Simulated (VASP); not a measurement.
# TiCo3 (Pm-3m) in VASP: a series of runs

TiCo3 is run at these levels: PBEsol; tasks: relaxation of cell and atoms, single point.

Program: VASP 6.6.1. These are calculated values, not measurements. Logs are shortened: lines on timing, memory, paths and dates and some standing lists are left out, and cuts for length are marked.

**1. The cell of the first run**

Symmetry: Pm-3m, No. 221, cubic system. Conventional cell: a = 3.529 Å, b = 3.529 Å, c = 3.529 Å, α = 90.00°, β = 90.00°, γ = 90.00°. Within 3.3 Å of Ti (site symmetry m-3m) lie 12 Co at 2.50 Å. Co (site symmetry 4/mmm) has 4 Ti at 2.50 Å and 8 Co at 2.50 Å within 3.3 Å.

**2. Relaxation of cell and atoms, PBEsol, collinear spin, ferromagnetic start, target pressure 5 GPa, at which the enthalpy is minimised**

File INCAR:

```
SYSTEM = TiCo3
  ALGO = Normal
  EDIFF = 1E-6
  EDIFFG = -0.001
  ENCUT = 600
  GGA = PS
  IBRION = 2
  ISIF = 3
  ISMEAR = 0
  ISPIN = 2
  LASPH = .TRUE.
  LCHARG = .FALSE.
  LMAXMIX = 4
  LORBIT = 11
  LREAL = .FALSE.
  LWAVE = .FALSE.
  MAGMOM = 0 0.26 0.26 0.26
  NELM = 150
  NSW = 80
  PREC = Accurate
  PSTRESS = 50.0
  SIGMA = 0.2
```

File KPOINTS:

```
k-points
0
G
  12 12 12
  0 0 0
```

File POSCAR:

```
TiCo3
1.0
    3.5287348653      0.0000000000      0.0000000000
    0.0000000000      3.5287348653      0.0000000000
    0.0000000000      0.0000000000      3.5287348653
Ti Co
1 3
Direct
    0.0000000000      0.0000000000      0.0000000000
    0.0000000000      0.5000000000      0.5000000000
    0.5000000000      0.0000000000      0.5000000000
    0.5000000000      0.5000000000      0.0000000000
```

Potentials or basis: VASP PAW PBE potentials, release 64 (Ti_sv, Co).

Started as:

```
> cat potpaw_PBE.64/Ti_sv/POTCAR potpaw_PBE.64/Co/POTCAR > POTCAR
> mpirun -np 1 vasp_std > vasp.out
```

OUTCAR:

```text
SYSTEM = TiCo3
   EDIFF = 1E-6
   EDIFFG = -0.001
   ENCUT = 600
   GGA = PS
   IBRION = 2
   ISIF = 3
   ISMEAR = 0
   ISPIN = 2
   LASPH = .TRUE.
   LORBIT = 11
   LREAL = .FALSE.
   NELM = 150
   NSW = 80
   PREC = Accurate
   PSTRESS = 50.0

 ion  position               nearest neighbor table
   1  0.000  0.000  0.000-   2 2.50   3 2.50   4 2.50   2 2.50   3 2.50   2 2.50   4 2.50   2 2.50
                             3 2.50   4 2.50   3 2.50   4 2.50
   2  0.000  0.500  0.500-   1 2.50   3 2.50   4 2.50   1 2.50   4 2.50   1 2.50   3 2.50   1 2.50
                             3 2.50   4 2.50   4 2.50   3 2.50
   3  0.500  0.000  0.500-   1 2.50   2 2.50   4 2.50   1 2.50   4 2.50   2 2.50   4 2.50   4 2.50
                             1 2.50   2 2.50   1 2.50   2 2.50
   4  0.500  0.500  0.000-   1 2.50   2 2.50   3 2.50   2 2.50   3 2.50   1 2.50   3 2.50   3 2.50
                             1 2.50   2 2.50   2 2.50   1 2.50

  LATTYP: Found a simple cubic cell.
 ALAT       =     3.5287348653

  Lattice vectors:

 A1 = (   3.5287348653,   0.0000000000,   0.0000000000)
 A2 = (   0.0000000000,   3.5287348653,   0.0000000000)
 A3 = (   0.0000000000,   0.0000000000,   3.5287348653)

Analysis of symmetry for initial positions (statically):
=====================================================================
 Subroutine PRICEL returns:
 Original cell was already a primitive cell.

 Routine SETGRP: Setting up the symmetry group for a
 simple cubic supercell.

 Subroutine GETGRP returns: Found 48 space group operations
 (whereof 48 operations were pure point group operations)
 out of a pool of 48 trial point group operations.

The static configuration has the point symmetry O_h .

Analysis of symmetry for dynamics (positions and initial velocities):
=====================================================================
 Subroutine PRICEL returns:
 Original cell was already a primitive cell.

 Routine SETGRP: Setting up the symmetry group for a
 simple cubic supercell.

 Subroutine GETGRP returns: Found 48 space group operations
 (whereof 48 operations were pure point group operations)
 out of a pool of 48 trial point group operations.

The dynamic configuration has the point symmetry O_h .

Analysis of structural, dynamic, and magnetic symmetry:
=====================================================================
 Subroutine PRICEL returns:
 Original cell was already a primitive cell.

 Routine SETGRP: Setting up the symmetry group for a
 simple cubic supercell.

 Subroutine GETGRP returns: Found 48 space group operations
 (whereof 48 operations were pure point group operations)
 out of a pool of 48 trial point group operations.

The overall configuration has the point symmetry O_h .

 Subroutine INISYM returns: Found 48 space group operations
 (whereof 48 operations are pure point group operations),
 and found     1 'primitive' translations

----------------------------------------------------------------------------------------

                                     Primitive cell

  volume of cell :      43.9397

  direct lattice vectors                    reciprocal lattice vectors
     3.528734865  0.000000000  0.000000000     0.283387684  0.000000000  0.000000000
     0.000000000  3.528734865  0.000000000     0.000000000  0.283387684  0.000000000
     0.000000000  0.000000000  3.528734865     0.000000000  0.000000000  0.283387684

  length of vectors
     3.528734865  3.528734865  3.528734865     0.283387684  0.283387684  0.283387684

  position of ions in fractional coordinates (direct lattice)
     0.000000000  0.000000000  0.000000000
     0.000000000  0.500000000  0.500000000
     0.500000000  0.000000000  0.500000000
     0.500000000  0.500000000  0.000000000

  ion indices of the primitive-cell ions
   primitive index   ion index
                 1           1
                 2           2
                 3           3
                 4           4

----------------------------------------------------------------------------------------

 KPOINTS: k-points

Automatic generation of k-mesh.
 Grid dimensions read from file:
 generate k-points for:   12   12   12

 Generating k-lattice:

  Cartesian coordinates                     Fractional coordinates (reciprocal lattice)
     0.023615640  0.000000000  0.000000000     0.083333333  0.000000000  0.000000000
     0.000000000  0.023615640  0.000000000     0.000000000  0.083333333  0.000000000
     0.000000000  0.000000000  0.023615640     0.000000000  0.000000000  0.083333333

  Length of vectors
     0.023615640  0.023615640  0.023615640

  Shift w.r.t. Gamma in fractional coordinates (k-lattice)
     0.000000000  0.000000000  0.000000000

 Subroutine IBZKPT returns following result:
 ===========================================

 Found     84 irreducible k-points:

 Following reciprocal coordinates:
            Coordinates               Weight
  0.000000  0.000000  0.000000      1.000000
  0.083333  0.000000  0.000000      6.000000
  0.166667  0.000000  0.000000      6.000000
  0.250000  0.000000  0.000000      6.000000
  0.333333  0.000000  0.000000      6.000000
  0.416667  0.000000  0.000000      6.000000
[... 16 lines left out ...]
  0.333333  0.333333  0.000000     12.000000
  0.416667  0.333333  0.000000     24.000000
 [... further k-points ...]
   k-points           NKPTS =     84   k-points in BZ     NKDIM =     84   number of bands    NBANDS=     23
   number of dos      NEDOS =    301   number of ions     NIONS =      4
   total plane-waves  NPLWV =  21952
   dimension x,y,z NGX =    28 NGY =   28 NGZ =   28
   dimension x,y,z NGXF=    56 NGYF=   56 NGZF=   56
   ions per type =               1   3
   NGX,Y,Z   is equivalent  to a cutoff of  13.19, 13.19, 13.19 a.u.
   NGXF,Y,Z  is equivalent  to a cutoff of  26.38, 26.38, 26.38 a.u.
 SYSTEM =  TiCo3
   PREC   = accura    normal or accurate (medium, high low for compatibility)
   ISTART =      0    job   : 0-new  1-cont  2-samecut
   ICHARG =      2    charge: 1-file 2-atom 10-const
   ISPIN  =      2    spin polarized calculation?
   LNONCOLLINEAR =      F non collinear calculations
   LSORBIT =      F    spin-orbit coupling
   LASPH  =      T    aspherical Exc in radial PAW
   ENCUT  =  600.0 eV  44.10 Ry    6.64 a.u.   7.05  7.05  7.05*2*pi/ulx,y,z
   NELM   =    150;   NELMIN=  2; NELMDL= -5     # of ELM steps
   EDIFF  = 0.1E-05   stopping-criterion for ELM
   LREAL  =      F    real-space projection
   EDIFFG = -.1E-02   stopping-criterion for IOM
   NSW    =     80    number of steps for IOM
   IBRION =      2    ionic relax: 0-MD 1-quasi-New 2-CG
   NFREE  =      1    steps in history (QN), initial steepest desc. (CG)
   ISIF   =      3    stress and relaxation
   ISYM   =      2    0-nonsym 1-usesym 2-fastsym
   POTIM  = 0.5000    time-step for ionic-motion
   TEBEG  =    0.0;   TEEND  =   0.0 temperature during run
   PSTRESS=   50.0 pullay stress
   NELECT =      39.0000    total number of electrons
   NUPDOWN=      -1.0000    fix difference up-down
   EMIN   =  10.00;   EMAX   =-10.00  energy-range for DOS
   EFERMI =   0.00;   METHOD = LEGACY
   ISMEAR =     0;   SIGMA  =   0.20  broadening in eV -4-tet -1-fermi 0-gaus
   EFERMI_NEDOS =   21; number of points for ismear=-14 and -15
   IALGO  =     38    algorithm
   IMIX   =      4    mixing-type and parameters
     AMIX     =   0.40;   BMIX     =  1.00
     AMIX_MAG =   1.60;   BMIX_MAG =  1.00
  volume/ion in A,a.u.               =      10.98        74.13
  Fermi-wavevector in a.u.,A,eV,Ry     =   1.573297  2.973100 33.677997  2.475263
  Thomas-Fermi vector in A             =   2.674602
   LORBIT       =     11    0 simple, 1 ext, 2 COOP (PROOUT), +10 PAW based schemes
   GGA     = PS    functional components
   LHFCALC =     F    Hartree Fock is set to
   AEXX    =    0.0000 exact exchange contribution
   IVDW    =     0    specifies the selected vdW correction
   LEPSILON=     F    determine dielectric tensor
   LRPA    =     F    only Hartree local field effects (RPA)
 conjugate gradient relaxation of ions
 spin polarized calculation
 Gauss-broadening in eV      SIGMA  =   0.20
  energy-cutoff  :      600.00
  volume of cell :       43.94
 maximum number of plane-waves:      1492
   NGX = 15   NGY = 15   NGZ = 15

--------------------------------------- Ionic step        1  -------------------------------------------

 number of electron      38.9999988 magnetization       0.5875901

 Free energy of the ion-electron system (eV)
  ---------------------------------------------------
  ext. energy  EPLUGINS =         0.00000000
  ---------------------------------------------------
  free energy    TOTEN  =       -32.76507917 eV

  energy without entropy =      -32.65873280  energy(sigma->0) =      -32.71190598

------------------------ aborting loop because EDIFF is reached ----------------------------------------

  FORCE on cell =-STRESS in cart. coord.  units (eV):
  Direction    XX          YY          ZZ          XY          YZ          ZX
  --------------------------------------------------------------------------------------
  -------------------------------------------------------------------------------------
  Total       -0.1963382     -0.1963382     -0.1963382     -0.0000000      0.0000000      0.0000000
  in kB       -7.1590978     -7.1590978     -7.1590978     -0.0000000      0.0000000      0.0000000
  external PRESSURE =     -57.1590978 kB  Pullay stress =      50.0000000 kB
[... 307 lines left out ...]
--------------------------------------- Ionic step        9  -------------------------------------------

 number of electron      38.9999960 magnetization      -0.0009716

 Free energy of the ion-electron system (eV)
  ---------------------------------------------------
  ext. energy  EPLUGINS =         0.00000000
  ---------------------------------------------------
  free energy    TOTEN  =       -32.75126913 eV

  energy without entropy =      -32.64516864  energy(sigma->0) =      -32.69821888

 E-fermi :  11.0226     XC(G=0): -13.8103

 val. band max:       11.0045715088   @ k =   0.3333   0.0833   0.0833
 cond. band min:      11.0409955747   @ k =   0.2500   0.2500   0.1667
 fundamental gap:      0.0364240659
 Fermi energy:        11.0225748208

 spin component 1

 k-point     1 :       0.0000    0.0000    0.0000
  band No.  band energies     occupation
      1     -45.0354      1.00000
      2     -21.4083      1.00000
      3     -21.4083      1.00000
      4     -21.4083      1.00000
      5       2.7164      1.00000
      6       6.3652      1.00000
[... 613 lines left out ...]
     22      12.8731      0.00000
     23      12.9821      0.00000

 [... further k-points ...]

 spin component 2

 k-point     1 :       0.0000    0.0000    0.0000
  band No.  band energies     occupation
      1     -45.0353      1.00000
      2     -21.4082      1.00000
      3     -21.4082      1.00000
      4     -21.4082      1.00000
      5       2.7164      1.00000
      6       6.3650      1.00000
[... 613 lines left out ...]
     22      12.8731      0.00000
     23      12.9819      0.00000

 [... further k-points ...]
[... 5 lines left out ...]
  --------------------------------------------------------------------------------------
  -------------------------------------------------------------------------------------
  Total        1.3377600      1.3377600      1.3377600      0.0000000     -0.0000000     -0.0000000
  in kB       49.9769620     49.9769620     49.9769620      0.0000000     -0.0000000     -0.0000000
  external PRESSURE =      -0.0230380 kB  Pullay stress =      50.0000000 kB
[... 23 lines left out ...]
  energy  without entropy=      -32.6451686382  energy(sigma->0) =      -32.69821888

  enthalpy is  TOTEN    =       -31.4128924272 eV   P V=        1.3383767016

 reached required accuracy - stopping structural energy minimisation

 total charge

# of ion       s       p       d       tot
------------------------------------------
    1        2.287   6.225   2.025  10.537
    2        0.540   0.569   7.374   8.483
    3        0.540   0.569   7.374   8.483
    4        0.540   0.569   7.374   8.483
--------------------------------------------------
tot          3.908   7.932  24.146  35.985

 magnetization (x)

# of ion       s       p       d       tot
------------------------------------------
    1        0.000   0.000   0.000   0.000
    2        0.000   0.000  -0.000  -0.000
    3        0.000   0.000  -0.000  -0.000
    4        0.000   0.000  -0.000  -0.000
--------------------------------------------------
tot          0.000   0.000  -0.001  -0.001
```

It took 21 min on 1 thread of Oxide Virtual Turin-like, shared host; peak memory 0.27 GiB.

Results:

| Quantity | Value |
| --- | --- |
| Free energy | -32.7513 eV |
| Relaxed volume | 10.72 Å³/atom |
| Relaxed cell | a = 3.500 Å, b = 3.500 Å, c = 3.500 Å, α = 90.00°, β = 90.00°, γ = 90.00° |
| Space group after relaxing (to 0.1 Å) | Pm-3m (No. 221) |
| Energy change on relaxing (the run minimises the enthalpy) | +3.5 meV/atom |
| Ionic steps | 9 |
| Pressure after relaxing | 5.0 GPa |
| Net moment | 0.00 μB per cell |
| Valence electrons inside the program's atomic spheres | Ti 10.54; Co 8.48 |

Step by step:
```csv
step,energy change (eV),largest force (eV/Å),pressure (GPa),volume (Å³)
1,0.0000,0.0000,-0.72,43.94
2,0.0967,0.0000,14.31,41.49
3,0.0131,0.0000,4.97,42.91
4,0.0137,0.0000,4.85,42.89
5,0.0454,0.0000,9.53,42.19
6,0.0144,0.0000,5.18,42.87
7,0.0123,0.0000,4.85,42.93
8,0.0137,0.0000,4.97,42.89
9,0.0138,0.0000,5.00,42.89
```

Final structure:
```xyz
4
Lattice="3.5003 0.0000 0.0000 0.0000 3.5003 0.0000 0.0000 0.0000 3.5003" Properties=species:S:1:pos:R:3 pbc="T T T"
Ti    0.0000    0.0000    0.0000
Co    0.0000    1.7502    1.7502
Co    1.7502    0.0000    1.7502
Co    1.7502    1.7502    0.0000
```

Caveat: the cell is relaxed towards a set pressure, so the run minimises the enthalpy, not the energy; the PAW data sets were made with another functional, which shifts forces and pressure a little.

**3. Single point, PBEsol, collinear spin, ferromagnetic start**

File INCAR:

```
SYSTEM = TiCo3
ALGO = Normal ; EDIFF = 1E-7
ENCUT = 520 ; GGA = PS
ISIF = 2 ; ISMEAR = 0
ISPIN = 2 ; LASPH = .TRUE.
LCHARG = .FALSE. ; LMAXMIX = 4
LORBIT = 11 ; LREAL = .FALSE.
LWAVE = .FALSE. ; MAGMOM = 0 0.3 0.3 0.3
NBANDS = 32 ; NELM = 150
PREC = Accurate ; SIGMA = 0.15
```

File KPOINTS:

```
k-points
0
G
  14 14 14
  0 0 0
```

File POSCAR:

```
TiCo3
1.0
    3.5282498927      0.0000000000      0.0000000000
    0.0000000000      3.5282498927      0.0000000000
    0.0000000000      0.0000000000      3.5282498927
Ti Co
1 3
Direct
    0.0000000000      0.0000000000      0.0000000000
    0.0000000000      0.5000000000      0.5000000000
    0.5000000000      0.0000000000      0.5000000000
    0.5000000000      0.5000000000      0.0000000000
```

Potentials or basis: VASP PAW PBE potentials, release 64 (Ti_sv, Co).

Started as:

```
> cat potpaw_PBE.64/Ti_sv/POTCAR potpaw_PBE.64/Co/POTCAR > POTCAR
> mpirun -np 1 vasp_std > vasp.out
```

Run time: 14 min. Hardware: 1 thread of Oxide Virtual Turin-like, shared host; peak memory 0.32 GiB.

The run converged. Its results:

```yaml
Free_energy: -32.7428 eV
Pressure: -0.8 GPa
Net_moment: 0.50 μB per cell
Site_moments: Ti -0.06; Co +0.19 μB
Valence_electrons_inside_the_program's_atomic_spheres: Ti 10.49; Co 8.43
```

Levels at points of the mesh, in eV from the Fermi level:
Spin up:
| k point | band 17 | band 18 | band 19 | band 20 | band 21 | band 22 | band 23 | band 24 |
| --- | --- | --- | --- | --- | --- | --- | --- | --- |
| (0.00, 0.00, 0.00) | 0.35 | 0.63 | 0.63 | 0.63 | 2.61 | 2.61 | 3.43 | 3.43 |
| (0.50, 0.00, 0.00) | -0.68 | -0.68 | -0.64 | -0.04 | 0.63 | 1.23 | 1.23 | 1.97 |
| (0.50, 0.50, 0.00) | -1.04 | -0.97 | -0.97 | -0.48 | -0.46 | 1.77 | 1.77 | 2.20 |
| (0.50, 0.50, 0.50) | -0.09 | 0.40 | 0.40 | 0.40 | 0.88 | 0.88 | 0.88 | 2.23 |
Spin down:
| k point | band 17 | band 18 | band 19 | band 20 | band 21 | band 22 | band 23 | band 24 |
| --- | --- | --- | --- | --- | --- | --- | --- | --- |
| (0.00, 0.00, 0.00) | 0.60 | 0.81 | 0.81 | 0.81 | 2.70 | 2.70 | 3.44 | 3.44 |
| (0.50, 0.00, 0.00) | -0.53 | -0.53 | -0.41 | 0.23 | 0.81 | 1.24 | 1.24 | 2.05 |
| (0.50, 0.50, 0.00) | -0.82 | -0.71 | -0.71 | -0.33 | -0.29 | 1.77 | 1.77 | 2.33 |
| (0.50, 0.50, 0.50) | -0.06 | 0.60 | 0.60 | 0.60 | 0.87 | 0.87 | 0.87 | 2.33 |

Caveat: the PAW data sets were made with another functional, which shifts forces and pressure a little.
